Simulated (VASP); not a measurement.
# SiO2 (Pnnm) in VASP: notebook, part 2 of 2

VASP 6.6.1. The steps go on from the part before.

**4. Single point, PBE (atoms displaced along a vibrational mode, the cell strained)**

INCAR

```
PREC = Accurate
ENCUT = 520
EDIFF = 1E-6
ISMEAR = 0
SIGMA = 0.05
LREAL = False
LASPH = True
NELM = 100
ALGO = Normal
ISIF = 2
LWAVE = False
LCHARG = True
GGA = PE
LELF = True
LVHAR = True
NBANDS = 25
```

KPOINTS

```
Automatic mesh
0
Gamma
  6 6 8
```

POSCAR

```
SiO2
1.0
    4.2358788266      0.0000000000      0.0000000000
    0.0000000000      4.4336943678      0.0000000000
    0.0000000000      0.0000000000      2.6897743046
Si O
2 4
Direct
    0.5000000000      0.5000000000      0.5000000000
    0.0000000000      0.0000000000      0.0000000000
    0.6930127927      0.6930127927      0.0000000000
    0.1930127927      0.8069872073      0.5000000000
    0.3069872073      0.3069872073      0.0000000000
    0.8069872073      0.1930127927      0.5000000000
```

Potentials or basis: VASP PAW PBE potentials, release 64 (Si, O).

On the command line:

```console
cat potpaw_PBE.64/Si/POTCAR potpaw_PBE.64/O/POTCAR > POTCAR
mpirun -np 1 vasp_std > vasp.out
```

OUTCAR:

```text
PREC = Accurate
   ENCUT = 520
   EDIFF = 1E-6
   ISMEAR = 0
   LREAL = False
   LASPH = True
   NELM = 100
   ISIF = 2
   GGA = PE

 ion  position               nearest neighbor table
   1  0.500  0.500  0.500-   3 1.79   5 1.79   3 1.79   5 1.79   4 1.88   6 1.88
   2  0.000  0.000  0.000-   4 1.79   6 1.79   4 1.79   6 1.79   5 1.88   3 1.88
   3  0.693  0.693  0.000-   1 1.79   1 1.79   2 1.88
   4  0.193  0.807  0.500-   2 1.79   2 1.79   1 1.88
   5  0.307  0.307  0.000-   1 1.79   1 1.79   2 1.88
   6  0.807  0.193  0.500-   2 1.79   2 1.79   1 1.88

  LATTYP: Found a simple orthorhombic cell.
 ALAT       =     2.6897743046
 B/A-ratio  =     1.5748082727
 C/A-ratio  =     1.6483518190

  Lattice vectors:

 A1 = (   0.0000000000,   0.0000000000,   2.6897743046)
 A2 = (   4.2358788266,   0.0000000000,   0.0000000000)
 A3 = (   0.0000000000,   4.4336943678,   0.0000000000)

Analysis of symmetry for initial positions (statically):
=====================================================================
 Subroutine PRICEL returns:
 Original cell was already a primitive cell.
[... 177 lines left out ...]
  free energy    TOTEN  =       -46.17243268 eV

  energy without entropy =      -46.17243268  energy(sigma->0) =      -46.17243268

 E-fermi :   7.4019     XC(G=0): -11.8400

 val. band max:        7.1027952662   @ k =   0.0000   0.0000   0.0000
 cond. band min:      11.4194483028   @ k =   0.0000   0.0000   0.0000
 fundamental gap:      4.3166530366
 Fermi energy:         7.4019334480

 k-point     1 :       0.0000    0.0000    0.0000
  band No.  band energies     occupation
      1     -14.6650      2.00000
      2     -11.6309      2.00000
      3     -11.3557      2.00000
      4     -11.3052      2.00000
      5      -3.2337      2.00000
      6       0.9498      2.00000
[... 661 lines left out ...]
     24      19.7627      0.00000
     25      21.2371      0.00000

 [... further k-points ...]
[... 5 lines left out ...]
  --------------------------------------------------------------------------------------
  -------------------------------------------------------------------------------------
  Total       -1.9598581     -6.4534273     -1.9842858      0.0000000      0.0000000      0.0000000
  in kB      -62.1598682   -204.6802253    -62.9346293      0.0000000      0.0000000      0.0000000
  external PRESSURE =    -109.9249076 kB  Pullay stress =       0.0000000 kB

 VOLUME and BASIS-vectors are now :
 -----------------------------------------------------------------------------
  energy-cutoff  :      520.00
  volume of cell :       50.52
      direct lattice vectors                 reciprocal lattice vectors
     4.235878827  0.000000000  0.000000000     0.236078519  0.000000000  0.000000000
     0.000000000  4.433694368  0.000000000     0.000000000  0.225545542  0.000000000
     0.000000000  0.000000000  2.689774305     0.000000000  0.000000000  0.371778405

 POSITION                                       TOTAL-FORCE (eV/Angst)
 -----------------------------------------------------------------------------------
      2.11794      2.21685      1.34489         0.000000     -0.000000      0.000000
      0.00000      0.00000      0.00000         0.000000     -0.000000      0.000000
      2.93552      3.07261      0.00000        -0.250644     -0.468354      0.000000
      0.81758      3.57793      1.34489        -0.250644      0.468354      0.000000
      1.30036      1.36109      0.00000         0.250644      0.468354     -0.000000
      3.41830      0.85576      1.34489         0.250644     -0.468354     -0.000000
 -----------------------------------------------------------------------------------
    total drift:                                0.000000     -0.000000      0.000000

  FREE ENERGIE OF THE ION-ELECTRON SYSTEM (eV)
  ---------------------------------------------------
  free  energy   TOTEN  =       -46.1724326786 eV

  energy  without entropy=      -46.1724326786  energy(sigma->0) =      -46.17243268
```

OSZICAR:

```text
N       E                     dE             d eps       ncg     rms          rms(c)
DAV:   1     0.135681143484E+03    0.13568E+03   -0.17385E+04  4008   0.122E+03
DAV:   2    -0.433531670223E+02   -0.17903E+03   -0.17121E+03  5068   0.273E+02
DAV:   3    -0.506261032380E+02   -0.72729E+01   -0.72377E+01  5291   0.532E+01
DAV:   4    -0.506764327913E+02   -0.50330E-01   -0.50314E-01  4688   0.511E+00
DAV:   5    -0.506768684647E+02   -0.43567E-03   -0.43558E-03  5328   0.452E-01    0.163E+01
DAV:   6    -0.461022203112E+02    0.45746E+01   -0.13186E+01  5064   0.242E+01    0.725E+00
DAV:   7    -0.461550416750E+02   -0.52821E-01   -0.72954E-01  5073   0.480E+00    0.280E+00
DAV:   8    -0.461657686766E+02   -0.10727E-01   -0.27341E-02  5096   0.141E+00    0.107E+00
DAV:   9    -0.461722356136E+02   -0.64669E-02   -0.10177E-02  5128   0.843E-01    0.257E-01
DAV:  10    -0.461724662142E+02   -0.23060E-03   -0.76865E-04  5067   0.191E-01    0.542E-02
DAV:  11    -0.461724311585E+02    0.35056E-04   -0.12576E-04  5184   0.804E-02    0.114E-02
DAV:  12    -0.461724325177E+02   -0.13593E-05   -0.82543E-06  5046   0.194E-02    0.403E-03
DAV:  13    -0.461724326786E+02   -0.16083E-06   -0.81020E-07  3628   0.651E-03
   1 F= -.46172433E+02 E0= -.46172433E+02  d E =-.279319E-19
```

stdout:

```text
POSCAR found type information on POSCAR SiO
 POSCAR found :  2 types and       6 ions
 scaLAPACK will be used
 LDA part: xc-table for (Slater+PW92), standard interpolation
 POSCAR, INCAR and KPOINTS ok, starting setup
 FFT: planning ... GRIDC
 FFT: planning ... GRID_SOFT
 FFT: planning ... GRID
 WAVECAR not read
 entering main loop
```

It took 56 s on 1 thread of Intel Xeon Platinum 8259CL at 2.50GHz (Skylake/Cascade Lake), shared host; peak memory 0.21 GiB.

What came out:

| Property | Result |
| --- | --- |
| Free energy | -46.1724 eV |
| Pressure | -11.0 GPa |
| Largest force | 0.531 eV/Å |
| Band gap on the k mesh | 4.32 eV |

Forces on the atoms (eV/Å):
```
Si   0.000  0.000  0.000
Si   0.000  0.000  0.000
O   -0.251 -0.468  0.000
O   -0.251  0.468  0.000
O    0.251  0.468  0.000
O    0.251 -0.468  0.000
```

Stress tensor (GPa, compression positive):
```
 -6.22   0.00   0.00
  0.00 -20.47   0.00
  0.00   0.00  -6.29
```

Levels at points of the mesh, in eV from the valence-band top:
| k point | band 13 | band 14 | band 15 | band 16 | band 17 | band 18 | band 19 | band 20 |
| --- | --- | --- | --- | --- | --- | --- | --- | --- |
| (0.00, 0.00, 0.00) | -2.34 | -1.04 | -0.65 | 0.00 | 4.32 | 6.75 | 7.94 | 8.45 |
| (0.50, 0.00, 0.00) | -2.47 | -2.47 | -1.14 | -1.14 | 6.78 | 6.78 | 8.81 | 8.81 |
| (0.00, 0.50, 0.00) | -2.36 | -2.36 | -0.90 | -0.90 | 6.84 | 6.84 | 8.89 | 8.89 |
| (0.50, 0.50, 0.00) | -2.38 | -2.38 | -2.08 | -2.08 | 6.65 | 6.65 | 9.58 | 9.58 |
| (0.00, 0.00, 0.50) | -2.60 | -2.60 | -2.40 | -2.40 | 7.96 | 7.96 | 11.42 | 11.42 |
| (0.50, 0.00, 0.50) | -2.07 | -2.07 | -1.43 | -1.43 | 7.95 | 7.95 | 8.81 | 8.81 |
| (0.00, 0.50, 0.50) | -2.19 | -2.19 | -1.68 | -1.68 | 7.72 | 7.72 | 8.68 | 8.68 |
| (0.50, 0.50, 0.50) | -1.68 | -1.68 | -1.37 | -1.37 | 6.20 | 6.20 | 10.09 | 10.09 |

Caveat: the cell differs from its parent crystal (atoms displaced along a vibrational mode, the cell strained); the cell stands under tension. A k mesh can miss the band edges.

**5. Single point, PBE (atoms displaced along a vibrational mode)**

INCAR

```
PREC     = Accurate       # precision mode
ENCUT    = 520            # plane-wave cutoff, eV
EDIFF    = 1E-7           # SCF threshold, eV
ISMEAR   = 0              # smearing method
SIGMA    = 0.05           # smearing width, eV
LREAL    = False          # projectors in reciprocal space
LASPH    = True           # aspherical terms in the spheres
NELM     = 80             # most SCF steps
ALGO     = Normal         # electronic algorithm
ISIF     = 2              # what is computed and relaxed
LWAVE    = False          # write WAVECAR
LCHARG   = False          # write CHGCAR
GGA      = PE             # functional
NBANDS   = 25             # bands
```

KPOINTS

```
regular mesh
0
Gamma
  6 6 8
```

POSCAR

```
SiO2
1.0
    4.2358788266      0.0000000000      0.0000000000
    0.0000000000      4.2358788266      0.0000000000
    0.0000000000      0.0000000000      2.6897743046
Si O
2 4
Direct
    0.5000000000      0.5000000000      0.5000000000
    0.0000000000      0.0000000000      0.0000000000
    0.6743831010      0.7116424844      0.0000000000
    0.1743831010      0.7883575156      0.5000000000
    0.3256168990      0.2883575156      0.0000000000
    0.8256168990      0.2116424844      0.5000000000
```

Potentials or basis: VASP PAW PBE potentials, release 64 (Si, O).

On the command line:

```console
cat potpaw_PBE.64/Si/POTCAR potpaw_PBE.64/O/POTCAR > POTCAR
mpirun -np 1 vasp_std > vasp.out
```

OUTCAR:

```text
PREC = Accurate
   ENCUT = 520
   EDIFF = 1E-7
   ISMEAR = 0
   LREAL = False
   LASPH = True
   NELM = 80
   ISIF = 2
   GGA = PE

 ion  position               nearest neighbor table
   1  0.500  0.500  0.500-   3 1.78   5 1.78   3 1.78   5 1.78   4 1.84   6 1.84
   2  0.000  0.000  0.000-   4 1.78   6 1.78   4 1.78   6 1.78   5 1.84   3 1.84
   3  0.674  0.712  0.000-   1 1.78   1 1.78   2 1.84
   4  0.174  0.788  0.500-   2 1.78   2 1.78   1 1.84
   5  0.326  0.288  0.000-   1 1.78   1 1.78   2 1.84
   6  0.826  0.212  0.500-   2 1.78   2 1.78   1 1.84

  LATTYP: Found a simple tetragonal cell.
 ALAT       =     4.2358788266
 C/A-ratio  =     0.6349979342

  Lattice vectors:

 A1 = (   4.2358788266,   0.0000000000,   0.0000000000)
 A2 = (   0.0000000000,   4.2358788266,   0.0000000000)
 A3 = (   0.0000000000,   0.0000000000,   2.6897743046)

Analysis of symmetry for initial positions (statically):
=====================================================================
 Subroutine PRICEL returns:
 Original cell was already a primitive cell.

 Routine SETGRP: Setting up the symmetry group for a
 simple tetragonal supercell.

 Subroutine GETGRP returns: Found  8 space group operations
 (whereof  4 operations were pure point group operations)
 out of a pool of 16 trial point group operations.

The static configuration has the point symmetry C_2h.
 The point group associated with its full space group is D_2h.

Analysis of symmetry for dynamics (positions and initial velocities):
=====================================================================
 Subroutine PRICEL returns:
 Original cell was already a primitive cell.

 Routine SETGRP: Setting up the symmetry group for a
 simple tetragonal supercell.

[... 124 lines left out ...]
   NELECT =      32.0000    total number of electrons
   NUPDOWN=      -1.0000    fix difference up-down
   EMIN   =  10.00;   EMAX   =-10.00  energy-range for DOS
   EFERMI =   0.00;   METHOD = LEGACY
   ISMEAR =     0;   SIGMA  =   0.05  broadening in eV -4-tet -1-fermi 0-gaus
   EFERMI_NEDOS =   21; number of points for ismear=-14 and -15
   IALGO  =     38    algorithm
   IMIX   =      4    mixing-type and parameters
     AMIX     =   0.40;   BMIX     =  1.00
     AMIX_MAG =   1.60;   BMIX_MAG =  1.00
  volume/ion in A,a.u.               =       8.04        54.28
  Fermi-wavevector in a.u.,A,eV,Ry     =   1.427547  2.697673 27.727197  2.037891
  Thomas-Fermi vector in A             =   2.547705
   LORBIT       =      0    0 simple, 1 ext, 2 COOP (PROOUT), +10 PAW based schemes
   GGA     = PE    functional components
   LHFCALC =     F    Hartree Fock is set to
   AEXX    =    0.0000 exact exchange contribution
   IVDW    =     0    specifies the selected vdW correction
   LEPSILON=     F    determine dielectric tensor
   LRPA    =     F    only Hartree local field effects (RPA)
 non-spin polarized calculation
 Gauss-broadening in eV      SIGMA  =   0.05
  energy-cutoff  :      520.00
  volume of cell :       48.26
 maximum number of plane-waves:      1336
   NGX = 15   NGY = 15   NGZ = 11

 number of electron      31.9999989 magnetization

 Free energy of the ion-electron system (eV)
  ---------------------------------------------------
  ext. energy  EPLUGINS =         0.00000000
  ---------------------------------------------------
  free energy    TOTEN  =       -46.24050263 eV

  energy without entropy =      -46.24050263  energy(sigma->0) =      -46.24050263

 E-fermi :   7.8435     XC(G=0): -12.0908

 val. band max:        7.6295151957   @ k =   0.0000   0.0000   0.0000
 cond. band min:      12.7130477849   @ k =   0.0000   0.0000   0.0000
 fundamental gap:      5.0835325892
 Fermi energy:         7.8434873084

 k-point     1 :       0.0000    0.0000    0.0000
  band No.  band energies     occupation
      1     -14.4419      2.00000
      2     -11.1133      2.00000
      3     -10.8518      2.00000
      4     -10.8274      2.00000
      5      -2.8460      2.00000
      6       1.1001      2.00000
[... 661 lines left out ...]
     24      21.0143      0.00000
     25      21.7257      0.00000

 [... further k-points ...]
[... 5 lines left out ...]
  --------------------------------------------------------------------------------------
  -------------------------------------------------------------------------------------
  Total        1.1456974     -1.7366062     -0.0583657      0.0000000      0.0000000      0.0000000
  in kB       38.0344898    -57.6512900     -1.9376048      0.0000000      0.0000000      0.0000000
  external PRESSURE =      -7.1848017 kB  Pullay stress =       0.0000000 kB

 VOLUME and BASIS-vectors are now :
 -----------------------------------------------------------------------------
  energy-cutoff  :      520.00
  volume of cell :       48.26
      direct lattice vectors                 reciprocal lattice vectors
     4.235878827  0.000000000  0.000000000     0.236078519  0.000000000  0.000000000
     0.000000000  4.235878827  0.000000000     0.000000000  0.236078519  0.000000000
     0.000000000  0.000000000  2.689774305     0.000000000  0.000000000  0.371778405

 POSITION                                       TOTAL-FORCE (eV/Angst)
 -----------------------------------------------------------------------------------
      2.11794      2.11794      1.34489         0.000000      0.000000     -0.000000
      0.00000      0.00000      0.00000         0.000000      0.000000     -0.000000
      2.85661      3.01443      0.00000         0.216957     -0.288232      0.000000
      0.73867      3.33939      1.34489         0.216957      0.288232      0.000000
      1.37927      1.22145      0.00000        -0.216957      0.288232      0.000000
      3.49721      0.89649      1.34489        -0.216957     -0.288232     -0.000000
 -----------------------------------------------------------------------------------
    total drift:                                0.000000      0.000000      0.000000

  FREE ENERGIE OF THE ION-ELECTRON SYSTEM (eV)
  ---------------------------------------------------
  free  energy   TOTEN  =       -46.2405026260 eV

  energy  without entropy=      -46.2405026260  energy(sigma->0) =      -46.24050263
```

OSZICAR:

```text
N       E                     dE             d eps       ncg     rms          rms(c)
DAV:   1     0.136372276230E+03    0.13637E+03   -0.17536E+04  4000   0.123E+03
DAV:   2    -0.437514180096E+02   -0.18012E+03   -0.17257E+03  5109   0.278E+02
DAV:   3    -0.507586091030E+02   -0.70072E+01   -0.69760E+01  5350   0.522E+01
DAV:   4    -0.508037264335E+02   -0.45117E-01   -0.45104E-01  4667   0.490E+00
DAV:   5    -0.508041003013E+02   -0.37387E-03   -0.37379E-03  5394   0.420E-01    0.169E+01
DAV:   6    -0.461730651351E+02    0.46310E+01   -0.13156E+01  5073   0.243E+01    0.764E+00
DAV:   7    -0.462208517390E+02   -0.47787E-01   -0.74325E-01  5018   0.494E+00    0.286E+00
DAV:   8    -0.462337046986E+02   -0.12853E-01   -0.26495E-02  5029   0.140E+00    0.108E+00
DAV:   9    -0.462403055808E+02   -0.66009E-02   -0.98459E-03  5108   0.830E-01    0.259E-01
DAV:  10    -0.462405245298E+02   -0.21895E-03   -0.57448E-04  5034   0.169E-01    0.474E-02
DAV:  11    -0.462405012064E+02    0.23323E-04   -0.94101E-05  5201   0.700E-02    0.960E-03
DAV:  12    -0.462405024693E+02   -0.12629E-05   -0.62254E-06  4998   0.175E-02    0.355E-03
DAV:  13    -0.462405026418E+02   -0.17248E-06   -0.69890E-07  5236   0.586E-03    0.376E-03
DAV:  14    -0.462405026260E+02    0.15804E-07   -0.25394E-08  3463   0.113E-03
   1 F= -.46240503E+02 E0= -.46240503E+02  d E =-.109017E-11
```

It took 75 s on 1 thread of Intel Xeon 8259CL, shared host; peak memory 0.2 GiB.

What came out:

- Free energy: -46.2405 eV
- Pressure: -0.7 GPa
- Largest force: 0.361 eV/Å
- Band gap on the k mesh: 5.08 eV

Forces in eV/Å, atoms in the order of the input:
```
Si   0.000  0.000  0.000
Si   0.000  0.000  0.000
O    0.217 -0.288  0.000
O    0.217  0.288  0.000
O   -0.217  0.288  0.000
O   -0.217 -0.288  0.000
```

Levels at points of the mesh, in eV from the valence-band top:
```csv
k point,band 12,band 13,band 14,band 15,band 16,band 17,band 18,band 19,band 20,band 21
"(0.00, 0.00, 0.00)",-2.76,-2.36,-0.81,-0.59,0.00,5.08,6.71,8.37,8.46,11.42
"(0.50, 0.00, 0.00)",-3.58,-2.50,-2.50,-1.12,-1.12,7.49,7.49,9.08,9.08,11.28
"(0.00, 0.50, 0.00)",-3.48,-2.43,-2.43,-0.68,-0.68,7.15,7.15,8.81,8.81,10.61
"(0.50, 0.50, 0.00)",-3.00,-2.48,-2.48,-2.01,-2.01,7.11,7.11,9.81,9.81,12.68
"(0.00, 0.00, 0.50)",-4.38,-2.78,-2.78,-2.35,-2.35,8.61,8.61,12.20,12.20,12.37
"(0.50, 0.00, 0.50)",-3.42,-1.89,-1.89,-1.70,-1.70,8.21,8.21,9.44,9.44,11.67
"(0.00, 0.50, 0.50)",-3.89,-2.30,-2.30,-1.41,-1.41,8.69,8.69,9.50,9.50,12.84
"(0.50, 0.50, 0.50)",-4.21,-1.63,-1.63,-1.30,-1.30,6.85,6.85,10.75,10.75,11.61
```

Caveat: the cell differs from its parent crystal (atoms displaced along a vibrational mode). A k mesh can miss the band edges.

**6. Summary**

```csv
cell,gap on the mesh (eV),pressure (GPa),largest force (eV/Å)
"a = 4.236, b = 4.434, c = 2.690 Å, 6 atoms, atomic positions A",4.51,-11.7,0.53
"a = 4.236, b = 4.434, c = 2.690 Å, 6 atoms, atomic positions B",4.23,-11.9,0.87
"a = 4.236, b = 4.434, c = 2.690 Å, 6 atoms, atomic positions C",4.32,-11.0,0.53
"a = 4.236, b = 4.236, c = 2.690 Å, 6 atoms, atomic positions B",5.08,-0.7,0.36
```

Alike in all rows: task single point; level PBE; potentials or basis VASP PAW PBE potentials, release 64 (Si, O); no spin polarisation; k mesh 6 × 6 × 8; cutoff (eV) 520; smearing gaussian 0.05 eV.

Caveats: the cell stands under tension (at least some runs).

Absolute energies hang on the potentials; compare differences alone.
